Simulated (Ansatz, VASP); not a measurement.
**Two plane-wave programs on Co**

```
Co
1.0
     2.23266    0.00000    0.00000
     0.00000    2.23266    0.00000
     0.00000    0.00000    2.23266
Co
1
Direct
  0.00000 0.00000 0.00000
```

Alike in both runs: task single point; functional PBEsol; k mesh 15 × 15 × 15; occupations fermi-dirac, width 0.05 eV; collinear spin.

|  | VASP | Ansatz |
| --- | --- | --- |
| version | VASP 6.6.1 | Ansatz 0.2.0 |
| potentials or method | VASP PAW PBE potentials, release 64 (Co), cutoff 520 eV | plane waves (420 eV) with PAW, scalar-relativistic |
| valence electrons in the cell | 9 | 17 |

|  | VASP | Ansatz | Ansatz less VASP |
| --- | --- | --- | --- |
| pressure (GPa) | 13.5 | 15.0 | +1.48 |
| net moment per atom (μB) | 1.54 | 1.56 | +0.018 |
| size of the moment on the site where the two differ most (μB) | 1.53 | 1.55 | +0.019 |

VASP's potentials were made for PBE, not for PBEsol, and Ansatz warns of the same on its side. Site moments also hang on the region over which each program counts them. With one functional, cell and mesh, what is left measures potentials, basis and numerics. VASP's potentials hold 9 valence electrons a cell and Ansatz's 17, so a difference there can come from the potentials and not from the codes.
